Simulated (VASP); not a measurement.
# MgO: single point with PBE

MgO:

```xyz
4
Lattice="3.6446 0.0000 0.0000 -1.8223 3.1563 0.0000 0.0000 0.0000 3.9426" Properties=species:S:1:pos:R:3 pbc="T T T"
Mg    1.8427    1.0521    2.9570
Mg    0.0204    2.1042    0.9857
O     1.7912    1.0521    0.9857
O    -0.0311    2.1042    2.9570
```

This cell differs from its parent crystal: atoms displaced along a vibrational mode, the cell strained.

```yaml
Program: VASP 6.6.1
Task: single point
Functional: PBE
Potentials_or_basis: VASP PAW PBE potentials, release 64 (Mg, O)
Cutoff: 520 eV
k_mesh: 9 × 9 × 6
Occupations: gaussian, width 0.05 eV
Spin: no spin polarisation
```

| Item | Value |
| --- | --- |
| Pressure | 3.7 GPa |
| Largest force | 0.256 eV/Å |
| Band gap on the k mesh | 3.42 eV |

Forces in eV/Å, atoms in the order of the input:
```
Mg  -0.255 -0.023  0.000
Mg  -0.255  0.023  0.000
O    0.255 -0.024  0.000
O    0.255  0.024  0.000
```

Stress tensor (GPa, compression positive):
```
-3.20  0.00  0.00
 0.00 -3.41  0.00
 0.00  0.00 17.69
```

Levels at points of the mesh, in eV from the valence-band top:
```
           k point  band 5  band 6  band 7  band 8  band 9  band 10  band 11  band 12
(0.00, 0.00, 0.00)   -1.67   -0.48   -0.48    0.00    3.42     9.88    11.91    11.92
(0.00, 0.00, 0.50)   -1.15   -1.15   -1.05   -1.05    6.56     6.56    12.22    12.22
```

Wall time 33 s on 1 thread of Intel(R) Xeon(R) Platinum 8488C (Sapphire Rapids) (shared host), peak memory 0.2 GiB.

Caveat: the cell differs from its parent crystal (atoms displaced along a vibrational mode, the cell strained); the cell stands under pressure.
